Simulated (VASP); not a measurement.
Wanted: the native input for a VASP 6.6.1 run.

| Item | Value |
| --- | --- |
| Task | single point |
| Functional | PBE |
| Potentials or basis | VASP PAW PBE potentials, release 64 (Ta_pv, Mn_pv, B) |
| Cutoff | 500 eV |
| k mesh | 12 × 12 × 2 |
| Occupations | gaussian, width 0.2 eV |
| Spin | collinear spin, ferromagnetic start |
| Starting moments | [0.0, 0.0, 2.35, 2.35, 0.0, 0.0, 0.0, 0.0, 0.0, 0.0, 0.0, 0.0] μB |
| Dipole correction | no |
| Further INCAR settings | ALGO = Normal; EDIFF = 1e-06; NBANDS = 52 |

The structure of TaMnB4 lies in POSCAR:

```
TaMnB4
1.0
    3.0519134742      0.0000000000      0.0000000000
   -1.5259567371      2.6430345988      0.0000000000
    0.0000000000      0.0000000000     12.5626376670
Ta Mn B
2 2 8
Direct
    1.0000000000      0.0000000000      0.2500000000
    1.0000000000      0.0000000000      0.7500000000
    0.0000000000      0.0000000000      0.0000000000
    0.0000000000      0.0000000000      0.5000000000
    0.3333333333      0.6666666667      0.3828974937
    0.3333333333      0.6666666667      0.8828974937
    0.3333333333      0.6666666667      0.1171025063
    0.3333333333      0.6666666667      0.6171025063
    0.6666666667      0.3333333333      0.3828974937
    0.6666666667      0.3333333333      0.8828974937
    0.6666666667      0.3333333333      0.1171025063
    0.6666666667      0.3333333333      0.6171025063
```

One way to write it, as run:

INCAR

```
SYSTEM = TaMnB4
ALGO = Normal
EDIFF = 1E-6
ENCUT = 500
GGA = PE
GGA_COMPAT = .False.
ISIF = 2
ISMEAR = 0
ISPIN = 2
LASPH = .True.
LCHARG = .False.
LMAXMIX = 4
LORBIT = 11
LREAL = .False.
LWAVE = .False.
MAGMOM = 0 0 2.35 2.35 0 0 0 0 0 0 0 0
NBANDS = 52
NELM = 200
PREC = Accurate
SIGMA = 0.2
```

KPOINTS

```
k-points
0
Gamma
  12 12 2
  0 0 0
```

Potentials or basis: VASP PAW PBE potentials, release 64 (Ta_pv, Mn_pv, B).

The run is started by

```console
$ cat potpaw_PBE.64/Ta_pv/POTCAR potpaw_PBE.64/Mn_pv/POTCAR potpaw_PBE.64/B/POTCAR > POTCAR
$ mpirun -np 1 vasp_std > vasp.out
```

It gave:

- Pressure: 0.4 GPa
- Largest force: 0.021 eV/Å
- Net moment: 4.31 μB per cell
- Site moments: Ta -0.04; Mn +2.21; B -0.00 μB
- Valence electrons inside the program's atomic spheres: Ta 9.05; Mn 11.87; B 1.99

Run time: 7.7 min on 1 thread of Intel Xeon 8259CL, on a shared host, peak memory 0.45 GiB.
